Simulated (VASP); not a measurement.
P:

```
P
1.0
    -1.67561    1.67561    2.54919
     1.67561   -1.67561    2.54919
     1.67561    1.67561   -2.54919
P
1
Direct
  0.00000 0.00000 0.00000
```

```yaml
Program: VASP 6.6.1
Task: relaxation of cell and atoms
Functional: PBE
Potentials_or_basis: VASP PAW PBE potentials, release 64 (P)
Cutoff: 600 eV
k_mesh: 8 × 8 × 8
Occupations: gaussian, width 0.1 eV
Spin: no spin polarisation
```

At the start: pressure -15.8 GPa; volume 28.63 Å³/atom.

Q: How do energy, volume and symmetry change on relaxing?

A: Over 13 steps the energy falls by 1488.6 meV/atom and the volume is 15.56 Å³/atom (-45.7 %); space group I4/mmm (No. 139, to 0.05 Å).

The path:
| step | energy change (eV) | largest force (eV/Å) | pressure (GPa) | volume (Å³) |
| --- | --- | --- | --- | --- |
| 1 | 0.0000 | 0.0000 | -15.76 | 28.63 |
| 2 | -1.0522 | 0.0000 | -13.71 | 18.47 |
| 3 | -1.2409 | 0.0000 | -4.13 | 15.42 |
| 4 | -1.2551 | 0.0000 | 0.64 | 14.40 |
| 5 | -1.2546 | 0.0000 | -0.54 | 14.62 |
| 6 | -1.2950 | 0.0000 | -0.19 | 14.47 |
| 7 | -1.4123 | 0.0000 | 7.79 | 13.84 |
| 8 | -1.4350 | 0.0000 | 5.23 | 14.24 |
| 9 | -1.4864 | 0.0000 | -0.10 | 15.41 |
| 10 | -1.4882 | 0.0000 | -0.67 | 15.68 |
| 11 | -1.4883 | 0.0000 | -0.58 | 15.61 |
| 12 | -1.4884 | 0.0000 | -0.63 | 15.64 |
| 13 | -1.4886 | 0.0000 | -0.15 | 15.56 |

Final structure:
```yaml
crystal:
  lattice:
    - [-1.19511, 1.19511, 2.72345]
    - [1.19511, -1.19511, 2.72345]
    - [1.19511, 1.19511, -2.72345]
  atoms:
    - { symbol: P, position: [0.00000, 0.00000, 0.00000] }
```

Caveat: the volume moved by over 15 % at a fixed basis, so the end points are rough.
